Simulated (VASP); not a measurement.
Wanted: the native input for a VASP 6.6.1 run.

```yaml
Task: relaxation of cell and atoms
Functional: PBE
Dispersion: D3(BJ)
Potentials_or_basis: VASP PAW PBE potentials, release 64 (Sr_sv, Ti_sv, O)
Cutoff: 600 eV
k_mesh: 8 × 8 × 8
Occupations: gaussian, width 0.02 eV
Spin: no spin polarisation
Dipole_correction: no
Further_INCAR_settings: ALGO = Normal; EDIFF = 1e-06; IBRION = 2; EDIFFG = -0.005; NSW = 100; ISIF = 3
```

The structure of SrTiO3 (Tausonite) lies in POSCAR:

```
SrTiO3
1.0
    3.9052800000      0.0000000000      0.0000000000
    0.0000000000      3.9052800000      0.0000000000
    0.0000000000      0.0000000000      3.9052800000
Sr Ti O
1 1 3
Direct
    0.5000000000      0.5000000000      0.5000000000
    0.0000000000      0.0000000000      0.0000000000
    0.5000000000      0.0000000000      0.0000000000
    0.0000000000      0.5000000000      0.0000000000
    0.0000000000      0.0000000000      0.5000000000
```

The input as run:

INCAR

```
SYSTEM = SrTiO3
PREC = Accurate
ENCUT = 600
EDIFF = 1E-6
ISMEAR = 0
SIGMA = 0.02
LREAL = .FALSE.
LASPH = .TRUE.
NELM = 100
ALGO = Normal
ISIF = 3
LWAVE = .FALSE.
LCHARG = .FALSE.
GGA = PE
IVDW = 12
IBRION = 2
NSW = 100
EDIFFG = -0.005
```

KPOINTS

```
Automatic mesh
0
G
  8 8 8
  0 0 0
```

Potentials or basis: VASP PAW PBE potentials, release 64 (Sr_sv, Ti_sv, O).

Command:

```sh
$ cat potpaw_PBE.64/Sr_sv/POTCAR potpaw_PBE.64/Ti_sv/POTCAR potpaw_PBE.64/O/POTCAR > POTCAR
$ mpirun -np 1 vasp_std > vasp.out
```

It gave:

* Relaxed volume: 11.99 Å³/atom
* Relaxed cell: a = 3.913 Å, b = 3.913 Å, c = 3.913 Å, α = 90.00°, β = 90.00°, γ = 90.00°
* Space group after relaxing (to 0.05 Å): Pm-3m (No. 221)
* Energy gained by relaxing: 0.2 meV/atom
* Ionic steps: 3
* Pressure after relaxing: 0.0 GPa
* Band gap on the k mesh: 1.85 eV, indirect (least direct gap 2.20 eV)
* Dispersion energy per atom: -0.264 eV

Run time: 60 s on 1 thread of Intel(R) Xeon(R) 6975P-C (Granite Rapids) (shared host), peak memory 0.24 GiB.
